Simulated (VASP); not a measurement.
# Cu in VASP: notebook, part 2 of 2

VASP 6.6.1. The steps go on from the part before.

### 5 Single point, PBE+D3(BJ)

This run uses another cell than the first one.

INCAR

```
SYSTEM = Cu
PREC = Accurate
ENCUT = 520
EDIFF = 1E-7
ISMEAR = 0
SIGMA = 0.1
LREAL = Auto
LASPH = .True.
NELM = 60
ALGO = Normal
ISIF = 2
LWAVE = .False.
LCHARG = .True.
LDIPOL = .True.
IDIPOL = 3
DIPOL = 0.5 0.5 0.458
GGA = PE
IVDW = 12
LELF = .True.
LVHAR = .True.
LVACPOTAV = .True.
NBANDS = 102
```

KPOINTS

```
regular mesh
0
Gamma
  4 4 1
  0 0 0
```

POSCAR

```
Cu
1.0
    5.0393684365      0.0000000000      0.0000000000
    0.0000000000      5.0393684365      0.0000000000
    0.0000000000      0.0000000000     23.3450573915
Cu
16
Direct
    0.2500000000      0.2500000000      0.3426849575
    0.2500000000      0.7500000000      0.3426849575
    0.7500000000      0.2500000000      0.3426849575
    0.7500000000      0.7500000000      0.3426849575
    0.5000000000      0.5000000000      0.4190045727
    0.5000000000      0.0000000000      0.4190045727
    0.0000000000      0.5000000000      0.4190045727
    0.0000000000      0.0000000000      0.4190045727
    0.7527011620      0.7521988441      0.4968956916
    0.7525282436      0.2474474963      0.4972616613
    0.2475006031      0.7524966209      0.4968498901
    0.2478083308      0.2472858433      0.4968946567
   -0.0005252866      0.0005259526      0.5775542346
    0.0021062091      0.5014534169      0.5714309170
    0.4984406391     -0.0021024720      0.5714538651
    0.5004056837      0.4996293153      0.5710448283
```

Potentials or basis: VASP PAW PBE potentials, release 64 (Cu).

Command:

```
cat potpaw_PBE.64/Cu/POTCAR > POTCAR
mpirun -np 1 vasp_std > vasp.out
```

OUTCAR:

```text
SYSTEM = Cu
   PREC = Accurate
   ENCUT = 520
   EDIFF = 1E-7
   ISMEAR = 0
   LREAL = Auto
   LASPH = .True.
   NELM = 60
   ISIF = 2
   GGA = PE
   IVDW = 12
 IVDW          = 12

 ion  position               nearest neighbor table
   1  0.250  0.250  0.343-   5 2.52   6 2.52   7 2.52   8 2.52   2 2.52   3 2.52   2 2.52   3 2.52

   2  0.250  0.750  0.343-   5 2.52   6 2.52   7 2.52   8 2.52   1 2.52   4 2.52   1 2.52   4 2.52

   3  0.750  0.250  0.343-   5 2.52   6 2.52   7 2.52   8 2.52   1 2.52   4 2.52   4 2.52   1 2.52
[... 23 lines left out ...]
  15  0.498  0.998  0.571-  11 2.48  12 2.49   9 2.49  10 2.49  16 2.51  13 2.52  16 2.53  13 2.53

  16  0.500  0.500  0.571-  10 2.49   9 2.50  12 2.50  11 2.50  15 2.51  14 2.51  14 2.53  15 2.53

  LATTYP: Found a simple tetragonal cell.
 ALAT       =     5.0393684365
 C/A-ratio  =     4.6325363358

  Lattice vectors:

 A1 = (   5.0393684365,   0.0000000000,   0.0000000000)
 A2 = (   0.0000000000,   5.0393684365,   0.0000000000)
 A3 = (   0.0000000000,   0.0000000000,  23.3450573915)

Analysis of symmetry for initial positions (statically):
=====================================================================
[... 202 lines left out ...]
      4      -5.6774      2.00000
      5      -5.6770      2.00000
      6      -5.6675      2.00000
[... 1019 lines left out ...]
     99       4.5087      0.00000
    100       4.5304      0.00000
 [bands above 100 left out]

------------------------ aborting loop because EDIFF is reached ----------------------------------------

 Edisp (eV)   -6.68897

 E8    (eV) :    -2.9958

  FORCE on cell =-STRESS in cart. coord.  units (eV):
  Direction    XX          YY          ZZ          XY          YZ          ZX
  --------------------------------------------------------------------------------------
  -------------------------------------------------------------------------------------
  Total      -4.89728    -4.89681    -0.19620     0.00286     0.01691    -0.01595
  in kB     -13.23482   -13.23355    -0.53023     0.00774     0.04569    -0.04312
  external pressure =       -9.00 kB  Pullay stress =        0.00 kB

 VOLUME and BASIS-vectors are now :
 -----------------------------------------------------------------------------
  energy-cutoff  :      520.00
  volume of cell :      592.85
      direct lattice vectors                 reciprocal lattice vectors
     5.039368437  0.000000000  0.000000000     0.198437565  0.000000000  0.000000000
     0.000000000  5.039368437  0.000000000     0.000000000  0.198437565  0.000000000
     0.000000000  0.000000000 23.345057391     0.000000000  0.000000000  0.042835620

 POSITION                                       TOTAL-FORCE (eV/Angst)
 -----------------------------------------------------------------------------------
      1.25984      1.25984      8.00000         0.001218      0.001553      0.040786
      1.25984      3.77953      8.00000         0.001724     -0.001701      0.039443
      3.77953      1.25984      8.00000        -0.001068      0.001092      0.039594
      3.77953      3.77953      8.00000        -0.001565     -0.001231      0.040791
      2.51968      2.51968      9.78169         0.006894     -0.006916     -0.001614
      2.51968      0.00000      9.78169         0.009148      0.005116     -0.047850
[... 8 lines left out ...]
      2.51183      5.02877     13.34062         0.029289      0.043409      0.173501
      2.52173      2.51782     13.33107         0.023617     -0.024592      0.135161
 -----------------------------------------------------------------------------------
    total drift:                               -0.000360      0.000231     -0.002248

  FREE ENERGIE OF THE ION-ELECTRON SYSTEM (eV)
  ---------------------------------------------------
  free  energy   TOTEN  =       -61.3830905085 eV

  energy  without entropy=      -61.3322464561  energy(sigma->0) =      -61.35766848

 vacuum level on the upper side and lower side of the slab         3.889         3.897
```

stdout:

```text
POSCAR found type information on POSCAR Cu
 POSCAR found :  1 types and      16 ions
 scaLAPACK will be used
 LDA part: xc-table for (Slater+PW92), standard interpolation
 POSCAR, INCAR and KPOINTS ok, starting setup
 FFT: planning ... GRIDC
 FFT: planning ... GRID_SOFT
 FFT: planning ... GRID
 WAVECAR not read
 entering main loop
 -----------------------------------------------------------------------------
|                                                                             |
|           W    W    AA    RRRRR   N    N  II  N    N   GGGG   !!!           |
|           W    W   A  A   R    R  NN   N  II  NN   N  G    G  !!!           |
|           W    W  A    A  R    R  N N  N  II  N N  N  G       !!!           |
|           W WW W  AAAAAA  RRRRR   N  N N  II  N  N N  G  GGG   !            |
|           WW  WW  A    A  R   R   N   NN  II  N   NN  G    G                |
|           W    W  A    A  R    R  N    N  II  N    N   GGGG   !!!           |
|                                                                             |
|     Did not find any points to average over, which means that no vacuum     |
|     field-free region was found. Please increase the size of  your cell     |
|     in the dimension of the dipole correction to obtain accurate            |
|     workfunction values.                                                    |
|                                                                             |
 -----------------------------------------------------------------------------
```

Wall time 21 min (1 thread of Intel Xeon 6975P-C (Granite Rapids), shared host); peak memory 0.78 GiB.

Results:

- Free energy: -61.3831 eV
- Largest force: 0.410 eV/Å
- Band gap on the k mesh: zero (bands 88 and 89 overlap by 0.92 eV)
- Dispersion energy per atom: -0.418 eV

Forces on the atoms (eV/Å):
```
Cu   0.001  0.002  0.041
Cu   0.002 -0.002  0.039
Cu  -0.001  0.001  0.040
Cu  -0.002 -0.001  0.041
Cu   0.007 -0.007 -0.002
Cu   0.009  0.005 -0.048
Cu  -0.005 -0.009 -0.048
Cu  -0.007  0.007 -0.138
Cu  -0.056 -0.042  0.012
Cu  -0.042  0.042 -0.022
Cu   0.056 -0.056 -0.003
Cu   0.043  0.056  0.012
Cu  -0.014  0.012 -0.410
Cu  -0.043 -0.026  0.176
Cu   0.029  0.043  0.174
Cu   0.024 -0.025  0.135
```

### 6 Overview

| task | cell | atoms held fixed (from 0) | gap on the mesh (eV) | largest force (eV/Å) |
| --- | --- | --- | --- | --- |
| single point | a = 5.039, b = 5.039, c = 21.345 Å, 16 atoms, atomic positions A | - | none | 0.06 |
| relaxation of the atoms | atoms relaxed from a = 5.039, b = 5.039, c = 21.345 Å, 16 atoms, atomic positions B | [0, 1, 2, 3, 4, 5, 6, 7] | none | - |
| single point | a = 5.039, b = 5.039, c = 23.345 Å, 16 atoms, atomic positions C | - | none | 0.41 |

Alike in all rows: level PBE+D3(BJ); potentials or basis VASP PAW PBE potentials, release 64 (Cu); no spin polarisation; k mesh 4 × 4 × 1; cutoff (eV) 520; smearing gaussian 0.1 eV.

Total energies depend on the potentials used, so only differences within one code and one set of settings carry meaning.
